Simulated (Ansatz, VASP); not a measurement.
## One calculation of LiF, two programs

```
Li F
1.0
     0.00000    2.02069    2.02069
     2.02069    0.00000    2.02069
     2.02069    2.02069    0.00000
Li F
1 1
Cartesian
  0.0000 0.0000 0.0000
  2.0207 2.0207 2.0207
```

Change from the starting cell: volume scaled by 1.01.

Alike in both runs: task single point; functional LDA; k mesh 10 × 10 × 10; occupations fermi-dirac, width 0.03 eV; no spin polarisation.

```csv
,VASP,Ansatz
version,VASP 6.6.1,Ansatz 0.2.0
potentials or method,"VASP PAW LDA potentials, release 64 (Li_sv, F), cutoff 520 eV","all-electron LAPW, scalar-relativistic"
```

Ansatz gave:

- gap on the k mesh at the Fermi level (eV): 8.73

**Question.** Which values does VASP return?

**Answer.** gap on the k mesh at the Fermi level (eV): 8.74.

LDA's correlation is that of Perdew and Zunger in VASP and of Perdew and Wang (1992) in Ansatz. Ansatz ran all-electron here, and VASP with PAW potentials.

Noted on VASP's run: the cutoff is short for stress, so the pressure is rough.
